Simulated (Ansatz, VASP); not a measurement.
## SnTe: VASP beside Ansatz

The input INCAR:

```
PREC     = Accurate       # precision mode
ENCUT    = 500            # plane-wave cutoff, eV
EDIFF    = 1E-6           # SCF threshold, eV
ISMEAR   = 0              # smearing method
SIGMA    = 0.01           # smearing width, eV
LREAL    = F              # projectors in reciprocal space
LASPH    = T              # aspherical terms in the spheres
NELM     = 120            # most SCF steps
ALGO     = Normal         # electronic algorithm
ISIF     = 2              # what is computed and relaxed
LWAVE    = F              # write WAVECAR
LCHARG   = F              # write CHGCAR
GGA      = RE             # functional
NBANDS   = 17             # bands
GGA_COMPAT= F
```

The input KPOINTS:

```
regular mesh
0
Gamma
  6 6 6
```

Contents of POSCAR:

```
SnTe
1.0
    0.0000000000      3.1508500000      3.1508500000
    3.1508500000      0.0000000000      3.1508500000
    3.1508500000      3.1508500000      0.0000000000
Sn Te
1 1
Direct
    0.0000000000      0.0000000000      0.0000000000
    0.5000000000      0.5000000000      0.5000000000
```

Input for Ansatz:

```yaml
crystal:
  lattice:
    bravais: fcc
    a: 6.3017
  space_group: 225
  atoms:
    - { symbol: Sn, position: [0.0, 0.0, 0.0] }
    - { symbol: Te, position: [0.5, 0.0, 0.0] }
  reduce_to_primitive: true
basis:
  ecutwfc: 650.0
kpoints:
  mp_grid:
    grid: [6, 6, 6]
hamiltonian:
  xc: revpbe
scf:
  occupations:
    method: fixed
output:
  eigenvalues: true
```

Alike in both runs: task single point; functional revPBE; k mesh 6 × 6 × 6; no spin polarisation.

|  | VASP | Ansatz |
| --- | --- | --- |
| version | VASP 6.6.1 | Ansatz 0.2.0 |
| potentials or method | VASP PAW PBE potentials, release 64 (Sn_d, Te), cutoff 500 eV | plane waves, PAW |
| occupations | gaussian, width 0.01 eV | fixed |
| valence electrons in the cell | 20 | 30 |

|  | VASP | Ansatz | Ansatz less VASP |
| --- | --- | --- | --- |
| gap on the k mesh at the Fermi level (eV) | 0.08 | 0.08 | 0.000 |

VASP's potentials were made for PBE, not for revPBE. VASP's potentials hold 20 valence electrons a cell and Ansatz's 30, so a difference there can come from the potentials and not from the codes.

Spin-orbit coupling is off throughout.
